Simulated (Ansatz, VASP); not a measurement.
**SrCl2 in VASP and in Ansatz**

```
Sr Cl
1.0
     0.00000    3.51910    3.46315
     3.51910    0.00000    3.46315
     3.51910    3.51910    0.00000
Sr Cl
1 2
Direct
  0.00000 0.00000 0.00000
  0.25000 0.25000 0.25000
  0.75000 0.75000 0.75000
```

Alike in both runs: task single point; functional PBE; k mesh 6 × 6 × 6; occupations gaussian, width 0.05 eV; no spin polarisation.

```csv
,VASP,Ansatz
version,VASP 6.6.1,Ansatz 0.2.0
potentials or method,"VASP PAW PBE potentials, release 64 (Sr_sv, Cl), cutoff 520 eV","scalar-relativistic, plane waves, PAW"
valence electrons in the cell,24,24
```

```tsv
	VASP	Ansatz	Ansatz less VASP
gap on the k mesh at the Fermi level (eV)	5.23	5.23	+0.004
least direct gap on the mesh (eV)	5.44	5.44	+0.002
pressure (GPa)	0.7	0.6	-0.08
traceless stress, the component that is largest in VASP (GPa)	0.54	0.55	+0.003
```
